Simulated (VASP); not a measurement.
A run of VASP 6.6.1 is set up as follows.

The input INCAR:

```
SYSTEM = P
PREC = Accurate ; ENCUT = 520
EDIFF = 1E-7 ; ISMEAR = 0
SIGMA = 0.1 ; LREAL = .FALSE.
LASPH = .TRUE. ; NELM = 60
ALGO = Normal ; ISIF = 2
LWAVE = .FALSE. ; LCHARG = .FALSE.
GGA = PE ; NBANDS = 18
```

The input KPOINTS:

```
Automatic mesh
0
G
  6 6 6
  0 0 0
```

File POSCAR:

```
P
1.0
    0.0000000000      3.2482806500      5.2386355600
    1.5677673600      0.0000000000      5.2386355600
    1.5677673600      3.2482806500      0.0000000000
P
4
Direct
    0.8173305400      0.8173305400      0.1826694600
    0.0673305400      0.0673305400      0.4326694600
    0.1826694600      0.1826694600      0.8173305400
    0.4326694600      0.4326694600      0.0673305400
```

Potentials or basis: VASP PAW PBE potentials, release 64 (P).

The run is started by

```sh
$ cat potpaw_PBE.64/P/POTCAR > POTCAR
$ mpirun -np 1 vasp_std > vasp.out
```

Problem. What does it give for the band gap on the k mesh?

Solution. Zero (bands 10 and 11 overlap by 2.51 eV).

Problem. What does it give for the largest force?

Solution. 1.171 eV/Å.

Problem. Estimate the pressure.

Solution. 32.0 GPa.

Stress tensor (GPa, compression positive):
```
32.36  0.00  0.00
 0.00 21.63  0.00
 0.00  0.00 42.14
```

Caveat: the k points lie up to 0.38 Å⁻¹ apart, too coarse for converged energies and pressures of a metal; forces of over 1 eV/Å act on the atoms, so gaps and moduli don't describe the material at rest.
